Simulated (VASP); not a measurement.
# Zr8C in VASP: further runs, part 2 of 2

VASP 6.6.1. Earlier steps stand in the parts before.

### 4 Single point, PBE

INCAR reads:

```
PREC = Accurate ; ENCUT = 520
EDIFF = 1E-7 ; ISMEAR = 0
SIGMA = 0.1 ; LREAL = F
LASPH = T ; NELM = 80
ALGO = Normal ; ISIF = 2
LWAVE = F ; LCHARG = F
LDIPOL = T ; IDIPOL = 3
DIPOL = 0.5 0.5 0.318 ; GGA = PE
NBANDS = 60
```

KPOINTS reads:

```
regular mesh
0
Gamma
  4 5 1
```

POSCAR reads:

```
Zr8C
1.0
    6.4655797184      0.0000000000      0.0000000000
    0.0000000000      5.1691196971      0.0000000000
    0.0000000000      0.0000000000     18.9770873264
Zr C
8 1
Direct
    0.0000000000      0.7500000000      0.2107805024
    0.5000000000      0.7500000000      0.2107805024
    0.2500000000      0.2500000000      0.2599569661
    0.7500000000      0.2500000000      0.2599569661
    0.2500000000      0.7500000000      0.3477072663
    0.7500000000      0.7500000000      0.3477072663
    0.0000000000      0.2500000000      0.3940060557
    0.5000000000      0.2500000000      0.3940060557
    0.1250000000      0.6250000000      0.4361202712
```

Potentials or basis: VASP PAW PBE potentials, release 64 (Zr_sv, C).

Run with:

```
$ cat potpaw_PBE.64/Zr_sv/POTCAR potpaw_PBE.64/C/POTCAR > POTCAR
$ mpirun -np 1 vasp_std > vasp.out
```

OUTCAR:

```text
PREC = Accurate
   ENCUT = 520
   EDIFF = 1E-7
   ISMEAR = 0
   LREAL = F
   LASPH = T
   NELM = 80
   ISIF = 2
   GGA = PE

 ion  position               nearest neighbor table
   1  0.000  0.750  0.211-   5 3.06   6 3.06   3 3.19   4 3.19   3 3.19   4 3.19   2 3.23   2 3.23

   2  0.500  0.750  0.211-   5 3.06   6 3.06   3 3.19   4 3.19   3 3.19   4 3.19   1 3.23   1 3.23

   3  0.250  0.250  0.260-   7 3.01   8 3.01   5 3.07   5 3.07   1 3.19   1 3.19   2 3.19   2 3.19
                             4 3.23   4 3.23
   4  0.750  0.250  0.260-   7 3.01   8 3.01   6 3.07   6 3.07   1 3.19   1 3.19   2 3.19   2 3.19
[... 912 lines left out ...]
  external PRESSURE =      -2.2760687 kB  Pullay stress =       0.0000000 kB

 VOLUME and BASIS-vectors are now :
 -----------------------------------------------------------------------------
  energy-cutoff  :      520.00
  volume of cell :      634.24
      direct lattice vectors                 reciprocal lattice vectors
     6.465579718  0.000000000  0.000000000     0.154665172  0.000000000  0.000000000
     0.000000000  5.169119697  0.000000000     0.000000000  0.193456538  0.000000000
     0.000000000  0.000000000 18.977087326     0.000000000  0.000000000  0.052695126

 POSITION                                       TOTAL-FORCE (eV/Angst)
 -----------------------------------------------------------------------------------
      0.00000      3.87684      4.00000        -0.239261     -0.036938     -0.023287
      3.23279      3.87684      4.00000         0.076814     -0.031499     -0.214436
      1.61639      1.29228      4.93323         0.173609     -0.067094     -0.655710
      4.84918      1.29228      4.93323        -0.252627     -0.070080     -0.220063
      1.61639      3.87684      6.59847         1.423502      0.415124     -0.827183
      4.84918      3.87684      6.59847         0.537121     -0.041416      0.283239
      0.00000      1.29228      7.47709         0.350167      0.700632      1.478035
      3.23279      1.29228      7.47709        -0.097653      0.445162      0.142950
      0.80820      3.23070      8.27629        -1.971670     -1.313892      0.036456
 -----------------------------------------------------------------------------------
    total drift:                               -0.000008      0.000068     -0.000210

  FREE ENERGIE OF THE ION-ELECTRON SYSTEM (eV)
  ---------------------------------------------------
  free  energy   TOTEN  =       -69.0272599922 eV

  energy  without entropy=      -68.9521433769  energy(sigma->0) =      -68.98970168

 vacuum level on the upper side and lower side of the slab         4.222         3.582
```

OSZICAR:

```text
N       E                     dE             d eps       ncg     rms          rms(c)
DAV:   1     0.102304381939E+04    0.10230E+04   -0.49717E+04  1656   0.141E+03
DAV:   2     0.310344395014E+02   -0.99201E+03   -0.97487E+03  1628   0.411E+02
DAV:   3    -0.649981279822E+02   -0.96033E+02   -0.94315E+02  2016   0.915E+01
DAV:   4    -0.782923507304E+02   -0.13294E+02   -0.13134E+02  2240   0.341E+01
[... 23 lines left out ...]
DAV:  28    -0.690272517817E+02   -0.18128E-04   -0.10168E-06  1248   0.251E-03    0.114E-03
DAV:  29    -0.690272589173E+02   -0.71356E-05   -0.50929E-07  1152   0.147E-03    0.432E-04
DAV:  30    -0.690272596858E+02   -0.76847E-06   -0.50522E-08   984   0.741E-04    0.264E-04
DAV:  31    -0.690272599502E+02   -0.26444E-06   -0.29048E-08   856   0.421E-04    0.232E-04
DAV:  32    -0.690272599922E+02   -0.42035E-07   -0.63371E-09   792   0.265E-04
   1 F= -.69027260E+02 E0= -.68989702E+02  d E =-.751166E-01
```

Run time: 13 min. Hardware: 1 thread of Intel Xeon Platinum 8488C (Sapphire Rapids), shared host; peak memory 0.74 GiB.

What came out:

```
Free energy            : -69.0273 eV
Largest force          : 2.370 eV/Å
Band gap on the k mesh : zero (bands 50 and 51 overlap by 0.27 eV)
```

Forces in eV/Å, atoms in the order of the input:
```
Zr  -0.239 -0.037 -0.023
Zr   0.077 -0.031 -0.214
Zr   0.174 -0.067 -0.656
Zr  -0.253 -0.070 -0.220
Zr   1.424  0.415 -0.827
Zr   0.537 -0.041  0.283
Zr   0.350  0.701  1.478
Zr  -0.098  0.445  0.143
C   -1.972 -1.314  0.036
```

Levels at points of the mesh, in eV from the Fermi level:
```csv
k point,band 46,band 47,band 48,band 49,band 50,band 51,band 52,band 53,band 54,band 55
"(0.00, 0.00, 0.00)",-0.92,-0.59,-0.19,-0.05,0.15,0.44,0.64,0.70,0.76,0.79
"(0.50, 0.00, 0.00)",-0.79,-0.50,-0.43,-0.21,-0.20,-0.13,0.00,0.26,0.37,0.49
```

### 5 The runs side by side

```csv
cell,gap on the mesh (eV),largest force (eV/Å)
"as given, atomic positions A",none,2.24
"as given, atomic positions B",none,2.08
"as given, atomic positions C",none,2.37
```

Alike in all rows: task single point; level PBE; potentials or basis VASP PAW PBE potentials, release 64 (Zr_sv, C); no spin polarisation; k mesh 4 × 5 × 1; cutoff (eV) 520; smearing gaussian 0.1 eV.

Absolute energies hang on the potentials; compare differences alone.
